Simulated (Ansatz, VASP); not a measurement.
**BiBrO: VASP beside Ansatz**

```
Bi Br O
1.0
     4.07670    0.00000    0.00000
     0.00000    4.07670    0.00000
     0.00000    0.00000    7.49240
Bi Br O
2 2 2
Direct
  0.00000 0.50000 0.15756
  0.50000 0.00000 0.84244
  0.00000 0.50000 0.65172
  0.50000 0.00000 0.34828
  0.00000 0.00000 0.00000
  0.50000 0.50000 0.00000
```

Alike in both runs: task single point; functional LDA; k mesh 8 × 8 × 4; occupations gaussian, width 0.05 eV; no spin polarisation.

```csv
,VASP,Ansatz
version,VASP 6.6.1,Ansatz 0.2.0
potentials or method,"VASP PAW LDA potentials, release 64 (Bi_d, Br, O), cutoff 520 eV","scalar-relativistic, plane waves, PAW"
valence electrons in the cell,56,56
```

```csv
,VASP,Ansatz,Ansatz less VASP
gap on the k mesh at the Fermi level (eV),1.62,1.63,+0.005
least direct gap on the mesh (eV),1.78,1.78,+0.006
pressure (GPa),-5.2,-5.4,-0.23
"traceless stress, the component that is largest in VASP (GPa)",3.59,3.65,+0.060
rms of the force components (eV/Å),0.027,0.049,+0.0219
```

LDA's correlation is that of Perdew and Zunger in VASP and of Perdew and Wang (1992) in Ansatz. Atom by atom the forces differ by 0.022 eV/Å (rms over components).

Spin-orbit coupling is off throughout.
